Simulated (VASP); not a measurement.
# CdSe (Cadmoselite) (P6_3mc) in VASP: notebook

Aim: see how the results for CdSe (Cadmoselite) move with the level of theory and the settings. Levels: PBE0, HSE06, r2SCAN50. Tasks: single point.

All numbers are computed with VASP 6.6.1; they aren't measurements. Logs are shortened: lines on timing, memory, paths and dates and some standing lists are left out, and cuts for length are marked.

**1. The cell of the first run**

It takes space group P6_3mc (No. 186, hexagonal). The conventional cell has a = 4.300 Å, b = 4.300 Å, c = 7.020 Å, α = 90.00°, β = 90.00°, γ = 120.00°. Within 3.4 Å of Cd (site symmetry 3m) lie 4 Se at 2.61 to 2.70 Å. Se (site symmetry 3m) has 4 Cd at 2.61 to 2.70 Å within 3.4 Å.

**2. Single point, PBE0**

POSCAR

```
CdSe
1.0
    4.3000000000      0.0000000000      0.0000000000
   -2.1500000000      3.7239092363      0.0000000000
    0.0000000000      0.0000000000      7.0200000000
Cd Se
2 2
Direct
    0.6666666667      0.3333333333      0.5000000000
    0.3333333333      0.6666666667      0.0000000000
    0.6666666667      0.3333333333      0.8850000000
    0.3333333333      0.6666666667      0.3850000000
```

INCAR.step1

```
SYSTEM = CdSe
PREC     = Accurate       ! precision mode
ENCUT    = 520            ! plane-wave cutoff, eV
EDIFF    = 1E-5           ! SCF threshold, eV
ISMEAR   = -1             ! smearing method
SIGMA    = 0.05           ! smearing width, eV
LREAL    = .FALSE.        ! projectors in reciprocal space
LASPH    = .TRUE.         ! aspherical terms in the spheres
NELM     = 80             ! most SCF steps
ALGO     = Normal         ! electronic algorithm
ISIF     = 2              ! what is computed and relaxed
LWAVE    = .TRUE.         ! write WAVECAR
GGA      = PE             ! functional
NBANDS   = 26             ! bands
```

INCAR.step2

```
SYSTEM = CdSe
PREC     = Accurate       ! precision mode
ENCUT    = 520            ! plane-wave cutoff, eV
EDIFF    = 1E-6           ! SCF threshold, eV
ISMEAR   = -1             ! smearing method
SIGMA    = 0.05           ! smearing width, eV
LREAL    = .FALSE.        ! projectors in reciprocal space
LASPH    = .TRUE.         ! aspherical terms in the spheres
NELM     = 80             ! most SCF steps
ALGO     = Normal         ! electronic algorithm
ISIF     = 2              ! what is computed and relaxed
LWAVE    = .FALSE.        ! write WAVECAR
LCHARG   = .TRUE.         ! write CHGCAR
GGA      = PE             ! functional
LHFCALC  = .TRUE.         ! exact exchange
AEXX     = 0.25           ! exact-exchange fraction
PRECFOCK = Normal       
LELF     = .TRUE.         ! ELF
LVHAR    = .TRUE.       
ISTART   = 1            
NBANDS   = 26             ! bands
```

KPOINTS

```
Automatic mesh
0
G
  4 4 2
  0 0 0
```

Potentials or basis: VASP PAW PBE potentials, release 64 (Cd, Se).

Command:

```sh
$ cat potpaw_PBE.64/Cd/POTCAR potpaw_PBE.64/Se/POTCAR > POTCAR
$ cp INCAR.step1 INCAR
$ mpirun -np 1 vasp_std > vasp.out
$ cp INCAR.step2 INCAR
$ mpirun -np 1 vasp_std > vasp.out
```

OUTCAR:

```text
SYSTEM = CdSe
   PREC = Accurate
   ENCUT = 520
   EDIFF = 1E-6
   ISMEAR = -1
   LREAL = .FALSE.
   LASPH = .TRUE.
   NELM = 80
   ISIF = 2
   GGA = PE
   LHFCALC = .TRUE.
   AEXX = 0.25
   PRECFOCK = Normal
   ISTART = 1

 ion  position               nearest neighbor table
   1  0.667  0.333  0.500-   4 2.61   4 2.61   4 2.61   3 2.70
   2  0.333  0.667  0.000-   3 2.61   3 2.61   3 2.61   4 2.70
   3  0.667  0.333  0.885-   2 2.61   2 2.61   2 2.61   1 2.70
   4  0.333  0.667  0.385-   1 2.61   1 2.61   1 2.61   2 2.70

  LATTYP: Found a hexagonal cell.
 ALAT       =     4.3000000000
 C/A-ratio  =     1.6325581395

  Lattice vectors:

 A1 = (   4.3000000000,   0.0000000000,   0.0000000000)
 A2 = (  -2.1500000000,   3.7239092363,   0.0000000000)
 A3 = (   0.0000000000,   0.0000000000,   7.0200000000)

Analysis of symmetry for initial positions (statically):
=====================================================================
 Subroutine PRICEL returns:
 Original cell was already a primitive cell.

 Routine SETGRP: Setting up the symmetry group for a
 hexagonal supercell.

 Subroutine GETGRP returns: Found 12 space group operations
 (whereof  6 operations were pure point group operations)
 out of a pool of 24 trial point group operations.

The static configuration has the point symmetry C_3v.
 The point group associated with its full space group is C_6v.

Analysis of symmetry for dynamics (positions and initial velocities):
=====================================================================
 Subroutine PRICEL returns:
 Original cell was already a primitive cell.

 Routine SETGRP: Setting up the symmetry group for a
 hexagonal supercell.

 Subroutine GETGRP returns: Found 12 space group operations
 (whereof  6 operations were pure point group operations)
 out of a pool of 24 trial point group operations.

The dynamic configuration has the point symmetry C_3v.
 The point group associated with its full space group is C_6v.

 Subroutine INISYM returns: Found 12 space group operations
 (whereof  6 operations are pure point group operations),
 and found     1 'primitive' translations

----------------------------------------------------------------------------------------

                                     Primitive cell

[... 82 lines left out ...]
   NFREE  =      0    steps in history (QN), initial steepest desc. (CG)
   ISIF   =      2    stress and relaxation
   ISYM   =      3    0-nonsym 1-usesym 2-fastsym
   POTIM  = 0.5000    time-step for ionic-motion
   TEBEG  =    0.0;   TEEND  =   0.0 temperature during run
   PSTRESS=    0.0 pullay stress
   NELECT =      36.0000    total number of electrons
   NUPDOWN=      -1.0000    fix difference up-down
   EMIN   =  10.00;   EMAX   =-10.00  energy-range for DOS
   EFERMI =   0.00;   METHOD = LEGACY
   ISMEAR =    -1;   SIGMA  =   0.05  broadening in eV -4-tet -1-fermi 0-gaus
   EFERMI_NEDOS =   21; number of points for ismear=-14 and -15
   IALGO  =     38    algorithm
   IMIX   =      1    mixing-type and parameters
     AMIX     =   0.40;   BMIX     =  1.00
     AMIX_MAG =   1.60;   BMIX_MAG =  1.00
  volume/ion in A,a.u.               =      28.10       189.64
  Fermi-wavevector in a.u.,A,eV,Ry     =   1.120059  2.116604 17.068937  1.254531
  Thomas-Fermi vector in A             =   2.256702
   LORBIT       =      0    0 simple, 1 ext, 2 COOP (PROOUT), +10 PAW based schemes
   GGA     = PE    functional components
   LHFCALC =     T    Hartree Fock is set to
   PRECFOCK=normal    Normal, Fast or Accurate (Low or Medium for compatibility)
   ENCUT4O =  -1.0   cutoff for four orbital integrals eV
   NKREDX  =     1    reduce k-point grid by
   NKREDY  =     1    reduce k-point grid by
   NKREDZ  =     1    reduce k-point grid by
   AEXX    =    0.2500 exact exchange contribution
   HFSCREEN=    0.0000 screening length (either q_TF or 0.3 A-1)
   HFSCREENC=   0.0000 screening length for correlation (either q_TF or 0.3 A-1)
   ENCUTFOCK=  -1.0 apply spherical cutoff to Coloumb kernel
   IVDW    =     0    specifies the selected vdW correction
   LEPSILON=     F    determine dielectric tensor
   LRPA    =     F    only Hartree local field effects (RPA)
 non-spin polarized calculation
  energy-cutoff  :      520.00
  volume of cell :      112.41
 maximum number of plane-waves:      3042
 NGX is ok and might be reduce to    32
  NGX = 24; NGY = 24; NGZ = 40

 number of electron      35.9999998 magnetization

 Free energy of the ion-electron system (eV)
  ---------------------------------------------------
  ext. energy  EPLUGINS =         0.00000000
  ---------------------------------------------------
  free energy    TOTEN  =       -14.77324799 eV

  energy without entropy =      -14.77324799  energy(sigma->0) =      -14.77324799

 E-fermi :   1.0838     XC(G=0):  -7.0120

 val. band max:       -0.0348849473   @ k =   0.0000   0.0000   0.0000
 cond. band min:       2.3158463989   @ k =   0.0000   0.0000   0.0000
 fundamental gap:      2.3507313462
 Fermi energy:         1.0837508483

 k-point     1 :       0.0000    0.0000    0.0000
  band No.  band energies     occupation
      1     -13.7908      2.00000
      2     -13.3895      2.00000
      3      -9.2130      2.00000
      4      -9.2130      2.00000
      5      -9.1577      2.00000
      6      -9.1564      2.00000
[... 221 lines left out ...]
     25       9.4761      0.00000
     26       9.4761      0.00000

------------------------ aborting loop because EDIFF is reached ----------------------------------------

  FORCE on cell =-STRESS in cart. coord.  units (eV):
  Direction    XX          YY          ZZ          XY          YZ          ZX
  --------------------------------------------------------------------------------------
  -------------------------------------------------------------------------------------
  Total        1.8570303      1.8570303      0.2283531      0.0000000      0.0000000      0.0000000
  in kB       26.4682308     26.4682308      3.2547143      0.0000000      0.0000000      0.0000000
  external PRESSURE =      18.7303919 kB  Pullay stress =       0.0000000 kB

 VOLUME and BASIS-vectors are now :
 -----------------------------------------------------------------------------
  energy-cutoff  :      520.00
  volume of cell :      112.41
      direct lattice vectors                 reciprocal lattice vectors
     4.300000000  0.000000000  0.000000000     0.232558140  0.134267504  0.000000000
    -2.150000000  3.723909236  0.000000000     0.000000000  0.268535009  0.000000000
     0.000000000  0.000000000  7.020000000     0.000000000  0.000000000  0.142450142

 POSITION                                       TOTAL-FORCE (eV/Angst)
 -----------------------------------------------------------------------------------
      2.15000      1.24130      3.51000        -0.000000      0.000000      0.299533
     -0.00000      2.48261      0.00000        -0.000000      0.000000      0.299533
      2.15000      1.24130      6.21270        -0.000000     -0.000000     -0.299533
     -0.00000      2.48261      2.70270         0.000000      0.000000     -0.299533
 -----------------------------------------------------------------------------------
    total drift:                               -0.000000     -0.000000     -0.000060

  FREE ENERGIE OF THE ION-ELECTRON SYSTEM (eV)
  ---------------------------------------------------
  free  energy   TOTEN  =       -14.7732479864 eV

  energy  without entropy=      -14.7732479864  energy(sigma->0) =      -14.77324799
```

OUTCAR.step1:

```text
SYSTEM = CdSe
   PREC = Accurate
   ENCUT = 520
   EDIFF = 1E-5
   ISMEAR = -1
   LREAL = .FALSE.
   LASPH = .TRUE.
[... 444 lines left out ...]
     -0.00000      2.48261      0.00000        -0.000000     -0.000000      0.306893
      2.15000      1.24130      6.21270        -0.000000     -0.000000     -0.306893
     -0.00000      2.48261      2.70270        -0.000000     -0.000000     -0.306893
 -----------------------------------------------------------------------------------
    total drift:                               -0.000000     -0.000000      0.000194

  FREE ENERGIE OF THE ION-ELECTRON SYSTEM (eV)
  ---------------------------------------------------
  free  energy   TOTEN  =       -10.8502128436 eV

  energy  without entropy=      -10.8501319634  energy(sigma->0) =      -10.85017240
```

OSZICAR.step1:

```text
N       E                     dE             d eps       ncg     rms          rms(c)
DAV:   1     0.242627388989E+03    0.24263E+03   -0.17391E+04   416   0.126E+03
DAV:   2     0.138369491749E+01   -0.24124E+03   -0.23205E+03   450   0.307E+02
DAV:   3    -0.115120817397E+02   -0.12896E+02   -0.12823E+02   498   0.715E+01
DAV:   4    -0.116204332383E+02   -0.10835E+00   -0.10826E+00   462   0.617E+00
DAV:   5    -0.116211215925E+02   -0.68835E-03   -0.68833E-03   468   0.468E-01    0.891E+00
DAV:   6    -0.108865170733E+02    0.73460E+00   -0.12569E+00   512   0.110E+01    0.700E+00
DAV:   7    -0.108514740443E+02    0.35043E-01   -0.56242E-01   442   0.380E+00    0.260E+00
DAV:   8    -0.108497836307E+02    0.16904E-02   -0.58381E-02   436   0.243E+00    0.401E-01
DAV:   9    -0.108499410457E+02   -0.15741E-03   -0.75402E-03   458   0.992E-01    0.114E-01
DAV:  10    -0.108501205142E+02   -0.17947E-03   -0.85884E-04   454   0.314E-01    0.756E-02
DAV:  11    -0.108502150187E+02   -0.94505E-04   -0.20748E-04   430   0.813E-02    0.258E-02
DAV:  12    -0.108502128436E+02    0.21752E-05   -0.38694E-05   466   0.657E-02
   1 F= -.10850213E+02 E0= -.10850172E+02  d E =-.808801E-04
```

Run time: 23 min. Hardware: 1 thread of Intel Xeon Platinum 8175M at 2.50GHz (Skylake/Cascade Lake), shared host; peak memory 0.26 GiB.

What came out:

```
Free energy            : -14.7732 eV
Pressure               : 1.9 GPa
Largest force          : 0.300 eV/Å
Band gap on the k mesh : 2.35 eV, direct
```

Forces on the atoms (eV/Å):
```
Cd   0.000  0.000  0.300
Cd   0.000  0.000  0.300
Se   0.000  0.000 -0.300
Se   0.000  0.000 -0.300
```

Stress tensor (GPa, compression positive):
```
2.65 0.00 0.00
0.00 2.65 0.00
0.00 0.00 0.33
```

Levels at points of the mesh, in eV from the valence-band top:
```
           k point  band 14  band 15  band 16  band 17  band 18  band 19  band 20  band 21  band 22  band 23
(0.00, 0.00, 0.00)    -0.78    -0.78     0.00     0.00     0.00     2.35     3.83     7.65     7.65     7.94
(0.50, 0.00, 0.00)    -3.97    -2.77    -2.01    -1.33    -0.90     4.96     4.99     6.41     8.08     8.41
(0.00, 0.00, 0.50)    -2.71    -0.41    -0.41    -0.41    -0.41     4.05     4.05     7.60     7.60     8.04
(0.50, 0.00, 0.50)    -4.57    -1.49    -1.49    -1.39    -1.39     4.64     4.64     6.49     6.49     9.64
```

Caveat: the k points lie up to 0.45 Å⁻¹ apart; the PAW data sets were made with another functional, which shifts forces and pressure a little.

(Part 1 of 2 ends here.)
